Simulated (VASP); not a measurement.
Input of a VASP 6.6.1 run:

Contents of INCAR:

```
SYSTEM = Ge
PREC = Accurate
ENCUT = 520
EDIFF = 1E-6
ISMEAR = -1
SIGMA = 0.05
LREAL = .False.
LASPH = .True.
NELM = 60
ALGO = Normal
ISIF = 2
LWAVE = .False.
LCHARG = .False.
GGA = PS
NBANDS = 21
```

The input KPOINTS:

```
Automatic mesh
0
Gamma
  8 8 8
  0 0 0
```

Contents of POSCAR:

```
Ge
1.0
    0.0000000000      2.7322508676      2.7322508676
    2.7322508676      0.0000000000      2.7322508676
    2.7322508676      2.7322508676      0.0000000000
Ge
2
Direct
    0.7500000000      0.7500000000      0.7500000000
    0.5000000000      0.5000000000      0.5000000000
```

Potentials or basis: VASP PAW PBE potentials, release 64 (Ge_d).

Run with:

```console
$ cat potpaw_PBE.64/Ge_d/POTCAR > POTCAR
$ mpirun -np 1 vasp_std > vasp.out
```

Q: Predict the pressure.

A: 9.9 GPa.

Q: What does it give for the band gap on the k mesh?

A: 0.34 eV, indirect (least direct gap 0.98 eV).

Caveat: the PAW data sets were made with another functional, which shifts forces and pressure a little. A k mesh can miss the band edges.
